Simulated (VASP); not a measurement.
# Bi2Se3 (R-3m) in VASP: a series of runs, part 2 of 2

VASP 6.6.1. Earlier steps stand in the parts before.

## Step 3: Single point, PBE (equal xx and yy strain of -1 %)

File INCAR:

```
SYSTEM = Bi2Se3
  PREC = Accurate
  ENCUT = 520
  EDIFF = 1E-6
  ISMEAR = -1
  SIGMA = 0.03
  LREAL = .False.
  LASPH = .True.
  NELM = 60
  ALGO = Normal
  ISIF = 2
  LWAVE = .False.
  LCHARG = .True.
  GGA = PE
  LELF = .True.
  LVHAR = .True.
  NBANDS = 32
```

File KPOINTS:

```
regular mesh
0
Gamma
  6 6 6
  0 0 0
```

File POSCAR:

```
Bi2Se3
1.0
    2.0507843038      1.1840208698      9.5453300000
   -2.0507843038      1.1840208698      9.5453300000
    0.0000000000     -2.3680417398      9.5453300000
Bi Se
2 3
Direct
    0.4008000000      0.4008000000      0.4008000000
    0.5992000000      0.5992000000      0.5992000000
    0.0000000000      0.0000000000      0.0000000000
    0.2117000000      0.2117000000      0.2117000000
    0.7883000000      0.7883000000      0.7883000000
```

Potentials or basis: VASP PAW PBE potentials, release 64 (Bi_d, Se).

Run with:

```bash
$ cat potpaw_PBE.64/Bi_d/POTCAR potpaw_PBE.64/Se/POTCAR > POTCAR
$ mpirun -np 1 vasp_std > vasp.out
```

OUTCAR:

```text
SYSTEM = Bi2Se3
   PREC = Accurate
   ENCUT = 520
   EDIFF = 1E-6
   ISMEAR = -1
   LREAL = .False.
   LASPH = .True.
   NELM = 60
   ISIF = 2
   GGA = PE

 ion  position               nearest neighbor table
   1  0.401  0.401  0.401-   5 2.83   5 2.83   5 2.83   3 3.06   3 3.06   3 3.06
   2  0.599  0.599  0.599-   4 2.83   4 2.83   4 2.83   3 3.06   3 3.06   3 3.06
   3  0.000  0.000  0.000-   2 3.06   2 3.06   1 3.06   1 3.06   2 3.06   1 3.06
   4  0.212  0.212  0.212-   2 2.83   2 2.83   2 2.83
   5  0.788  0.788  0.788-   1 2.83   1 2.83   1 2.83

  LATTYP: Found a trigonal (rhomboedric) cell.
 ALAT       =     9.8346808026
 COS(alpha) =     0.9130340136

  Lattice vectors:

 A1 = (   2.0507843038,   1.1840208698,   9.5453300000)
 A2 = (  -2.0507843038,   1.1840208698,   9.5453300000)
 A3 = (   0.0000000000,  -2.3680417398,   9.5453300000)

Analysis of symmetry for initial positions (statically):
=====================================================================
 Subroutine PRICEL returns:
 Original cell was already a primitive cell.

[... 176 lines left out ...]

 val. band max:        5.2347914195   @ k =   0.0000   0.0000   0.0000
 cond. band min:       5.4695837835   @ k =   0.0000   0.0000   0.0000
 fundamental gap:      0.2347923640
 Fermi energy:         5.3521235880

 k-point     1 :       0.0000    0.0000    0.0000
  band No.  band energies     occupation
      1     -17.9455      2.00000
      2     -17.9455      2.00000
      3     -17.9436      2.00000
      4     -17.9436      2.00000
      5     -17.9332      2.00000
      6     -17.9304      2.00000
[... 829 lines left out ...]
     31      10.2269      0.00000
     32      11.6728      0.00000

 [... further k-points ...]

------------------------ aborting loop because EDIFF is reached ----------------------------------------

  FORCE on cell =-STRESS in cart. coord.  units (eV):
  Direction    XX          YY          ZZ          XY          YZ          ZX
  --------------------------------------------------------------------------------------
  -------------------------------------------------------------------------------------
  Total        3.5618648      3.5618648      3.2392125      0.0000000     -0.0000000      0.0000000
  in kB       41.0361375     41.0361375     37.3188698      0.0000000     -0.0000000      0.0000000
  external PRESSURE =      39.7970483 kB  Pullay stress =       0.0000000 kB

 VOLUME and BASIS-vectors are now :
 -----------------------------------------------------------------------------
  energy-cutoff  :      520.00
  volume of cell :      139.07
      direct lattice vectors                 reciprocal lattice vectors
     2.050784304  1.184020870  9.545330000     0.243809161  0.140763285  0.034921091
    -2.050784304  1.184020870  9.545330000    -0.243809161  0.140763285  0.034921091
     0.000000000 -2.368041740  9.545330000     0.000000000 -0.281526569  0.034921091

 POSITION                                       TOTAL-FORCE (eV/Angst)
 -----------------------------------------------------------------------------------
      0.00000     -0.00000     11.47730         0.000000      0.000000     -0.267786
      0.00000     -0.00000     17.15869         0.000000     -0.000000      0.267786
      0.00000      0.00000      0.00000         0.000000     -0.000000     -0.000000
      0.00000     -0.00000      6.06224         0.000000      0.000000     -0.331378
      0.00000     -0.00000     22.57375         0.000000     -0.000000      0.331378
 -----------------------------------------------------------------------------------
    total drift:                                0.000000      0.000000     -0.000000

  FREE ENERGIE OF THE ION-ELECTRON SYSTEM (eV)
  ---------------------------------------------------
  free  energy   TOTEN  =       -20.0974156655 eV

  energy  without entropy=      -20.0973609388  energy(sigma->0) =      -20.09738830
```

stdout:

```text
POSCAR found type information on POSCAR BiSe
 POSCAR found :  2 types and       5 ions
 scaLAPACK will be used
 LDA part: xc-table for (Slater+PW92), standard interpolation
 POSCAR, INCAR and KPOINTS ok, starting setup
 FFT: planning ... GRIDC
 FFT: planning ... GRID_SOFT
 FFT: planning ... GRID
 WAVECAR not read
 entering main loop
```

Wall time 7.6 min (1 thread of Intel Xeon 6975P-C (Granite Rapids), shared host); peak memory 0.94 GiB.

What came out:

- Free energy: -20.0974 eV
- Pressure: 4.0 GPa
- Largest force: 0.331 eV/Å
- Band gap on the k mesh: 0.23 eV

Forces on the atoms (eV/Å):
```
Bi   0.000  0.000 -0.268
Bi   0.000  0.000  0.268
Se   0.000  0.000  0.000
Se   0.000  0.000 -0.331
Se   0.000  0.000  0.331
```

Stress tensor (GPa, compression positive):
```
4.10 0.00 0.00
0.00 4.10 0.00
0.00 0.00 3.73
```

Caveat: the cell differs from its parent crystal (equal xx and yy strain of -1 %); the cell stands under pressure; spin-orbit coupling is left out, which moves the levels of the heavy elements.

## Step 4: Single point, PBE (equal xx and yy strain of +2 %)

File INCAR:

```
ALGO     = Normal         # electronic algorithm
EDIFF    = 1E-6           # SCF threshold, eV
ENCUT    = 520            # plane-wave cutoff, eV
GGA      = PE             # functional
ISIF     = 2              # what is computed and relaxed
ISMEAR   = -1             # smearing method
LASPH    = T              # aspherical terms in the spheres
LCHARG   = F              # write CHGCAR
LREAL    = F              # projectors in reciprocal space
LWAVE    = F              # write WAVECAR
NBANDS   = 32             # bands
NELM     = 80             # most SCF steps
PREC     = Accurate       # precision mode
SIGMA    = 0.03           # smearing width, eV
```

File KPOINTS:

```
k-points
0
Gamma
  6 6 6
```

Edit POSCAR of step 3 so:

```diff
@@ -2,5 +2,5 @@
 1.0
-    2.0507843038      1.1840208698      9.5453300000
-   -2.0507843038      1.1840208698      9.5453300000
-    0.0000000000     -2.3680417398      9.5453300000
+    2.1129292827      1.2199002901      9.5453300000
+   -2.1129292827      1.2199002901      9.5453300000
+    0.0000000000     -2.4398005804      9.5453300000
 Bi Se
```

Run with:

```bash
$ cat potpaw_PBE.64/Bi_d/POTCAR potpaw_PBE.64/Se/POTCAR > POTCAR
$ mpirun -np 1 vasp_std > vasp.out
```

It took 7.4 min on 1 thread of Intel Xeon 6975P-C (Granite Rapids), shared host; peak memory 0.93 GiB.

The run converged. Its results:

| Quantity | Value |
| --- | --- |
| Free energy | -20.1971 eV |
| Pressure | 0.1 GPa |
| Largest force | 0.064 eV/Å |
| Band gap on the k mesh | 0.19 eV |

Forces in eV/Å, atoms in the order of the input:
```
Bi   0.000  0.000 -0.058
Bi   0.000  0.000  0.058
Se   0.000  0.000  0.000
Se   0.000  0.000  0.064
Se   0.000  0.000 -0.064
```

Stress tensor (GPa, compression positive):
```
-0.23  0.00  0.00
 0.00 -0.23  0.00
 0.00  0.00  0.62
```

Levels at points of the mesh, in eV from the valence-band top:
```
           k point  band 20  band 21  band 22  band 23  band 24  band 25  band 26  band 27  band 28  band 29
(0.00, 0.00, 0.00)    -1.76    -1.76    -1.12    -1.12     0.00     0.19     1.38     1.38     2.10     2.70
(0.50, 0.00, 0.00)    -2.84    -2.77    -1.92    -1.10    -0.48     0.89     1.97     3.01     3.20     4.10
(0.50, 0.50, 0.00)    -2.40    -1.74    -1.72    -1.50    -0.82     1.45     2.06     2.61     2.97     3.50
(0.50, 0.50, 0.50)    -1.53    -1.53    -1.30    -1.30    -0.40     0.62     1.69     1.69     1.98     2.36
```

Caveat: the cell differs from its parent crystal (equal xx and yy strain of +2 %); spin-orbit coupling is left out, which moves the levels of the heavy elements. A k mesh can miss the band edges.

## Step 5: The runs side by side

```tsv
cell	gap on the mesh (eV)	pressure (GPa)	largest force (eV/Å)
a = 9.823 Å, angles 23.6°, 5 atoms	0.27	7.3	0.65
a = 9.835 Å, angles 24.1°, 5 atoms	0.23	4.0	0.33
a = 9.852 Å, angles 24.8°, 5 atoms	0.19	0.1	0.06
```

Alike in all rows: task single point; level PBE; potentials or basis VASP PAW PBE potentials, release 64 (Bi_d, Se); no spin polarisation; k mesh 6 × 6 × 6; cutoff (eV) 520; smearing fermi-dirac 0.03 eV.

Caveats: spin-orbit coupling is left out, which moves the levels of the heavy elements; the cell stands under pressure (at least some runs).

Total energies depend on the potentials used, so only differences within one code and one set of settings carry meaning.
